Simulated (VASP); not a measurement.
# Tl (P6_3/mmc) in VASP: a series of runs, part 2 of 2

VASP 6.6.1.

### 4 Single point, PBE (12.59 Å³/atom)

Contents of INCAR:

```
SYSTEM = Tl
PREC = Accurate
ENCUT = 520
EDIFF = 1E-6
ISMEAR = -1
SIGMA = 0.1
LREAL = .False.
LASPH = .True.
NELM = 100
ALGO = Normal
ISIF = 2
LWAVE = .False.
LCHARG = .True.
GGA = PE
LELF = .True.
LVHAR = .True.
NBANDS = 20
```

Contents of KPOINTS:

```
regular mesh
0
Gamma
  14 14 8
  0 0 0
```

Contents of POSCAR:

```
Tl
1.0
    2.6084390546      0.0000000000      0.0000000000
   -1.3042195274      2.2589744855      0.0000000000
    0.0000000000      0.0000000000      4.2739893651
Tl
2
Direct
    0.3333333333      0.6666666667      0.2500000000
    0.6666666667      0.3333333333      0.7500000000
```

Potentials or basis: VASP PAW PBE potentials, release 64 (Tl_d).

On the command line:

```console
> cat potpaw_PBE.64/Tl_d/POTCAR > POTCAR
> mpirun -np 1 vasp_std > vasp.out
```

OUTCAR:

```text
SYSTEM = Tl
   PREC = Accurate
   ENCUT = 520
   EDIFF = 1E-6
   ISMEAR = -1
   LREAL = .False.
   LASPH = .True.
   NELM = 100
   ISIF = 2
   GGA = PE

 ion  position               nearest neighbor table
   1  0.333  0.667  0.250-   2 2.61   2 2.61   2 2.61   2 2.61   2 2.61   2 2.61   2 3.69   2 3.69
                             2 3.69   2 3.69   2 3.69   2 3.69
   2  0.667  0.333  0.750-   1 2.61   1 2.61   1 2.61   1 2.61   1 2.61   1 2.61   1 3.69   1 3.69
                             1 3.69   1 3.69   1 3.69   1 3.69

  LATTYP: Found a hexagonal cell.
 ALAT       =     2.6084390546
 C/A-ratio  =     1.6385237591

  Lattice vectors:

 A1 = (   2.6084390546,   0.0000000000,   0.0000000000)
 A2 = (  -1.3042195274,   2.2589744855,   0.0000000000)
 A3 = (   0.0000000000,   0.0000000000,   4.2739893651)

Analysis of symmetry for initial positions (statically):
=====================================================================
 Subroutine PRICEL returns:
 Original cell was already a primitive cell.

 Routine SETGRP: Setting up the symmetry group for a
 hexagonal supercell.

 Subroutine GETGRP returns: Found 24 space group operations
 (whereof 12 operations were pure point group operations)
[... 164 lines left out ...]
  energy without entropy =        8.89479064  energy(sigma->0) =        8.88464636

 E-fermi :  21.5701     XC(G=0): -14.9700

 val. band max:       21.5695670942   @ k =   0.4286   0.0000   0.0000
 cond. band min:      21.5811111422   @ k =   0.2143   0.2143   0.2500
 fundamental gap:      0.0115440480
 Fermi energy:        21.5700798782

 k-point     1 :       0.0000    0.0000    0.0000
  band No.  band energies     occupation
      1       1.3864      2.00000
      2       2.8348      2.00000
      3       5.3035      2.00000
      4       5.5035      2.00000
      5       5.5035      2.00000
      6       5.8910      2.00000
[... 541 lines left out ...]
     19      29.0512      0.00000
     20      39.9925      0.00000

 [... further k-points ...]

------------------------ aborting loop because EDIFF is reached ----------------------------------------

  FORCE on cell =-STRESS in cart. coord.  units (eV):
  Direction    XX          YY          ZZ          XY          YZ          ZX
  --------------------------------------------------------------------------------------
  -------------------------------------------------------------------------------------
  Total       46.4540658     46.4540658     46.3290482     -0.0000000      0.0000000      0.0000000
  in kB     2955.3495538   2955.3495537   2947.3960915     -0.0000001      0.0000000      0.0000000
  external PRESSURE =    2952.6983997 kB  Pullay stress =       0.0000000 kB

 VOLUME and BASIS-vectors are now :
 -----------------------------------------------------------------------------
  energy-cutoff  :      520.00
  volume of cell :       25.18
      direct lattice vectors                 reciprocal lattice vectors
     2.608439055  0.000000000  0.000000000     0.383371043  0.221339375  0.000000000
    -1.304219527  2.258974486  0.000000000     0.000000000  0.442678749  0.000000000
     0.000000000  0.000000000  4.273989365     0.000000000  0.000000000  0.233973441

 POSITION                                       TOTAL-FORCE (eV/Angst)
 -----------------------------------------------------------------------------------
     -0.00000      1.50598      1.06850        -0.000000      0.000000      0.000000
      1.30422      0.75299      3.20549         0.000000      0.000000      0.000000
 -----------------------------------------------------------------------------------
    total drift:                               -0.000000      0.000000     -0.000000

  FREE ENERGIE OF THE ION-ELECTRON SYSTEM (eV)
  ---------------------------------------------------
  free  energy   TOTEN  =         8.8745020879 eV

  energy  without entropy=        8.8947906359  energy(sigma->0) =        8.88464636
```

It took 18 s on 1 thread of AMD EPYC 9R45 (Zen 5), shared host; peak memory 0.14 GiB.

Results:

```
Free energy            : 8.8745 eV
Pressure               : 295.3 GPa
Band gap on the k mesh : zero (bands 13 and 14 overlap by 9.47 eV)
```

Levels at points of the mesh, in eV from the Fermi level:
| k point | band 11 | band 12 | band 13 | band 14 | band 15 | band 16 |
| --- | --- | --- | --- | --- | --- | --- |
| (0.00, 0.00, 0.00) | -13.24 | -9.22 | -4.84 | 8.50 | 10.38 | 11.16 |
| (0.50, 0.00, 0.00) | -8.51 | -7.00 | -0.76 | 0.75 | 1.57 | 4.10 |
| (0.00, 0.00, 0.50) | -13.82 | -13.82 | 5.41 | 5.41 | 8.94 | 8.94 |
| (0.50, 0.00, 0.50) | -7.74 | -7.74 | -3.48 | -3.48 | 8.07 | 8.07 |

Caveat: the cell stands under pressure; spin-orbit coupling is left out, which moves the levels of the heavy elements.

### 5 Single point, PBE

This run uses another cell than the first one, of 15.74 Å³/atom.

Contents of INCAR:

```
SYSTEM = Tl
ALGO = Normal
EDIFF = 1E-7
ENCUT = 520
GGA = PE
ISIF = 2
ISMEAR = -1
LASPH = .True.
LCHARG = .True.
LELF = .True.
LREAL = .False.
LVHAR = .True.
LWAVE = .False.
NBANDS = 20
NELM = 100
PREC = Accurate
SIGMA = 0.1
```

Contents of KPOINTS:

```
k-points
0
Gamma
  14 14 8
  0 0 0
```

Contents of POSCAR:

```
Tl
1.0
    2.8084401654      0.0000000000      0.0000000000
   -1.4042200827      2.4321805282      0.0000000000
    0.0000000000      0.0000000000      4.6086580640
Tl
2
Direct
    0.3333333333      0.6666666667      0.2500000000
    0.6666666667      0.3333333333      0.7500000000
```

Potentials or basis: VASP PAW PBE potentials, release 64 (Tl_d).

On the command line:

```console
> cat potpaw_PBE.64/Tl_d/POTCAR > POTCAR
> mpirun -np 1 vasp_std > vasp.out
```

OUTCAR:

```text
SYSTEM = Tl
   EDIFF = 1E-7
   ENCUT = 520
   GGA = PE
   ISIF = 2
   ISMEAR = -1
   LASPH = .True.
   LREAL = .False.
   NELM = 100
   PREC = Accurate

 ion  position               nearest neighbor table
   1  0.333  0.667  0.250-   2 2.82   2 2.82   2 2.82   2 2.82   2 2.82   2 2.82   2 3.98   2 3.98
                             2 3.98   2 3.98   2 3.98   2 3.98
   2  0.667  0.333  0.750-   1 2.82   1 2.82   1 2.82   1 2.82   1 2.82   1 2.82   1 3.98   1 3.98
                             1 3.98   1 3.98   1 3.98   1 3.98

  LATTYP: Found a hexagonal cell.
 ALAT       =     2.8084401654
 C/A-ratio  =     1.6410027605
[... 745 lines left out ...]

  FORCE on cell =-STRESS in cart. coord.  units (eV):
  Direction    XX          YY          ZZ          XY          YZ          ZX
  --------------------------------------------------------------------------------------
  -------------------------------------------------------------------------------------
  Total       23.7858672     23.7858672     23.8843831      0.0000000      0.0000000      0.0000000
  in kB     1210.5816929   1210.5816928   1215.5956581      0.0000000      0.0000000      0.0000000
  external PRESSURE =    1212.2530146 kB  Pullay stress =       0.0000000 kB

 VOLUME and BASIS-vectors are now :
 -----------------------------------------------------------------------------
  energy-cutoff  :      520.00
  volume of cell :       31.48
      direct lattice vectors                 reciprocal lattice vectors
     2.808440165  0.000000000  0.000000000     0.356069541  0.205576845  0.000000000
    -1.404220083  2.432180528  0.000000000     0.000000000  0.411153690  0.000000000
     0.000000000  0.000000000  4.608658064     0.000000000  0.000000000  0.216982902

 POSITION                                       TOTAL-FORCE (eV/Angst)
 -----------------------------------------------------------------------------------
     -0.00000      1.62145      1.15216         0.000000     -0.000000      0.000000
      1.40422      0.81073      3.45649        -0.000000      0.000000      0.000000
 -----------------------------------------------------------------------------------
    total drift:                                0.000000     -0.000000      0.000000

  FREE ENERGIE OF THE ION-ELECTRON SYSTEM (eV)
  ---------------------------------------------------
  free  energy   TOTEN  =         1.2534903125 eV

  energy  without entropy=        1.2746048622  energy(sigma->0) =        1.26404759
```

OSZICAR:

```text
N       E                     dE             d eps       ncg     rms          rms(c)
DAV:   1     0.153798845978E+03    0.15380E+03   -0.15073E+04  4824   0.135E+03
DAV:   2     0.421258121642E+01   -0.14959E+03   -0.14638E+03  5228   0.319E+02
DAV:   3     0.102702495887E+01   -0.31856E+01   -0.31762E+01  5592   0.425E+01
DAV:   4     0.101459331983E+01   -0.12432E-01   -0.12431E-01  5176   0.293E+00
DAV:   5     0.101450421065E+01   -0.89109E-04   -0.89109E-04  5500   0.258E-01    0.229E+01
DAV:   6     0.118742803050E+01    0.17292E+00   -0.12883E-01  5048   0.388E+00    0.140E+01
DAV:   7     0.124960412021E+01    0.62176E-01   -0.10941E-01  5076   0.361E+00    0.598E-01
DAV:   8     0.125351395715E+01    0.39098E-02   -0.20332E-02  5044   0.132E+00    0.106E-01
DAV:   9     0.125349524896E+01   -0.18708E-04   -0.14980E-04  5548   0.105E-01    0.311E-02
DAV:  10     0.125349022460E+01   -0.50244E-05   -0.11515E-05  5356   0.416E-02    0.900E-03
DAV:  11     0.125349039789E+01    0.17329E-06   -0.30967E-06  5196   0.150E-02    0.910E-04
DAV:  12     0.125349031251E+01   -0.85379E-07   -0.39603E-08  3112   0.199E-03
   1 F= 0.12534903E+01 E0= 0.12640476E+01  d E =-.211145E-01
```

It took 32 s on 1 thread of AMD EPYC 9R45 (Zen 5), shared host; peak memory 0.17 GiB.

What came out:

```
Free energy            : 1.2535 eV
Pressure               : 121.2 GPa
Band gap on the k mesh : zero (bands 13 and 14 overlap by 9.17 eV)
```

Caveat: the cell stands under pressure; spin-orbit coupling is left out, which moves the levels of the heavy elements.

The gap in the log of VASP goes by the Fermi energy; the results here count the filled bands.